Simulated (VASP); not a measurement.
# SnO2 in VASP: notebook, part 2 of 2

VASP 6.6.1.

### Step 4. Electric field gradients, LDA (volume scaled by 0.94)

The input, INCAR:

```
PREC = Accurate
ENCUT = 520
EDIFF = 1E-8
ISMEAR = -1
SIGMA = 0.03
LREAL = False
LASPH = True
NELM = 80
ALGO = Normal
ISIF = 2
LWAVE = False
LCHARG = False
LEFG = True
NBANDS = 35
```

The input, KPOINTS:

```
regular mesh
0
Gamma
  4 4 6
```

The input, POSCAR:

```
SnO2
1.0
    4.6406422521      0.0000000000      0.0000000000
    0.0000000000      4.6406422521      0.0000000000
    0.0000000000      0.0000000000      3.1213531768
Sn O
2 4
Direct
    0.0000000000      0.0000000000      0.0000000000
    0.5000000000      0.5000000000      0.5000000000
    0.3056200000      0.3056200000      0.0000000000
    0.1943800000      0.8056200000      0.5000000000
    0.6943800000      0.6943800000      0.0000000000
    0.8056200000      0.1943800000      0.5000000000
```

Potentials or basis: VASP PAW LDA potentials, release 64 (Sn_d, O).

On the command line:

```sh
> cat potpaw_LDA.64/Sn_d/POTCAR potpaw_LDA.64/O/POTCAR > POTCAR
> mpirun -np 1 vasp_std > vasp.out
```

OUTCAR:

```text
PREC = Accurate
   ENCUT = 520
   EDIFF = 1E-8
   ISMEAR = -1
   LREAL = False
   LASPH = True
   NELM = 80
   ISIF = 2

 ion  position               nearest neighbor table
   1  0.000  0.000  0.000-   3 2.01   5 2.01   4 2.02   6 2.02   4 2.02   6 2.02   2 3.63   2 3.63
                             2 3.63   2 3.63   2 3.63   2 3.63   2 3.63   2 3.63
   2  0.500  0.500  0.500-   4 2.01   6 2.01   5 2.02   3 2.02   3 2.02   5 2.02   1 3.63   1 3.63
                             1 3.63   1 3.63   1 3.63   1 3.63   1 3.63   1 3.63
   3  0.306  0.306  0.000-   1 2.01   2 2.02   2 2.02
   4  0.194  0.806  0.500-   2 2.01   1 2.02   1 2.02
   5  0.694  0.694  0.000-   1 2.01   2 2.02   2 2.02
   6  0.806  0.194  0.500-   2 2.01   1 2.02   1 2.02

  LATTYP: Found a simple tetragonal cell.
 ALAT       =     4.6406422521
 C/A-ratio  =     0.6726123255
[... 1153 lines left out ...]
   5     -21.891   -21.891    43.783    74.822    -0.000     0.000
   6     -21.891   -21.891    43.783   -74.822     0.000    -0.000
---------------------------------------------------------------------

 Electric field gradients after diagonalization (V/A^2)
 (convention: |V_zz| > |V_xx| > |V_yy|)
----------------------------------------------------------------------
 ion       V_xx      V_yy      V_zz     asymmetry (V_yy - V_xx)/ V_zz
----------------------------------------------------------------------
   1     -54.214   -11.061    65.275       0.661
   2     -54.214   -11.061    65.275       0.661
   3      52.931    43.783   -96.713       0.095
   4      52.931    43.783   -96.713       0.095
   5      52.931    43.783   -96.713       0.095
   6      52.931    43.783   -96.713       0.095
----------------------------------------------------------------------

           NMR quadrupolar parameters

 Cq : quadrupolar parameter    Cq=e*Q*V_zz/h
 eta: asymmetry parameters     (V_yy - V_xx)/ V_zz
 Q  : nuclear electric quadrupole moment in mb (millibarn)
----------------------------------------------------------------------
 ion       Cq(MHz)       eta       Q (mb)
----------------------------------------------------------------------
   1       0.158       0.661       1.000
   2       0.158       0.661       1.000
   3      -0.234       0.095       1.000
   4      -0.234       0.095       1.000
   5      -0.234       0.095       1.000
   6      -0.234       0.095       1.000
----------------------------------------------------------------------
```

OSZICAR:

```text
N       E                     dE             d eps       ncg     rms          rms(c)
DAV:   1     0.633163192921E+03    0.63316E+03   -0.25493E+04  1861   0.236E+03
DAV:   2     0.523945658251E+02   -0.58077E+03   -0.54753E+03  1808   0.621E+02
DAV:   3    -0.434221011183E+02   -0.95817E+02   -0.94277E+02  1817   0.209E+02
DAV:   4    -0.483300343109E+02   -0.49079E+01   -0.48753E+01  2092   0.506E+01
DAV:   5    -0.484559747176E+02   -0.12594E+00   -0.12575E+00  2221   0.851E+00    0.166E+01
DAV:   6    -0.421314283119E+02    0.63245E+01   -0.16952E+01  2637   0.638E+01    0.682E+00
DAV:   7    -0.421689033681E+02   -0.37475E-01   -0.20606E+00  1951   0.804E+00    0.331E+00
DAV:   8    -0.420904275708E+02    0.78476E-01   -0.19035E-01  2402   0.478E+00    0.755E-01
DAV:   9    -0.420761919603E+02    0.14236E-01   -0.32425E-02  2681   0.329E+00    0.138E-01
DAV:  10    -0.420762999029E+02   -0.10794E-03   -0.30798E-03  1949   0.389E-01    0.615E-02
DAV:  11    -0.420763114486E+02   -0.11546E-04   -0.16209E-04  2487   0.112E-01    0.195E-02
DAV:  12    -0.420763124495E+02   -0.10010E-05   -0.16283E-05  2522   0.426E-02    0.961E-03
DAV:  13    -0.420763107257E+02    0.17238E-05   -0.58768E-06  2577   0.418E-02    0.157E-03
DAV:  14    -0.420763107770E+02   -0.51285E-07   -0.77022E-07  2436   0.778E-03    0.900E-04
DAV:  15    -0.420763107755E+02    0.14661E-08   -0.19888E-08  1794   0.112E-03
   1 F= -.42076311E+02 E0= -.42076311E+02  d E =-.277829E-10
```

It took 71 s on 1 thread of Intel Xeon 8259CL, shared host; peak memory 0.18 GiB.

Results:

```yaml
Free_energy: -42.0763 eV
Pressure: 15.5 GPa
Largest_force: 0.182 eV/Å
Band_gap_on_the_k_mesh: 1.90 eV, direct
```

Forces in eV/Å, atoms in the order of the input:
```
Sn   0.000  0.000  0.000
Sn   0.000  0.000  0.000
O   -0.128 -0.128  0.000
O    0.128 -0.128  0.000
O    0.128  0.128  0.000
O   -0.128  0.128  0.000
```

Electric field gradients, principal values (V/Å²):
```
atom    least   middle  greatest (by size)
1 Sn  -11.061  -54.214              65.275
2 Sn  -11.061  -54.214              65.275
 3 O   43.783   52.931             -96.713
 4 O   43.783   52.931             -96.713
 5 O   43.783   52.931             -96.713
 6 O   43.783   52.931             -96.713
```

Caveat: without QUAD_EFG the Cq values of the log hold for a quadrupole moment of 1 mb, not for the nuclei; spin-orbit coupling is left out, which moves the levels of the heavy elements.

### Step 5. Overview

```tsv
cell	gap on the mesh (eV)	pressure (GPa)	largest force (eV/Å)
a = 4.737, b = 4.737, c = 3.186 Å, angles 90.6°, 6 atoms	1.14	0.1	0.14
a = 4.738, b = 4.738, c = 3.187 Å, angles 88.8°, 6 atoms	1.14	0.3	0.22
a = 4.641, b = 4.641, c = 3.121 Å, 6 atoms	1.90	15.5	0.18
```

Alike in all rows: task electric field gradients; level LDA; potentials or basis VASP PAW LDA potentials, release 64 (Sn_d, O); no spin polarisation; k mesh 4 × 4 × 6; cutoff (eV) 520; smearing fermi-dirac 0.03 eV.

Caveats: spin-orbit coupling is left out, which moves the levels of the heavy elements.

Absolute energies hang on the potentials; compare differences alone.
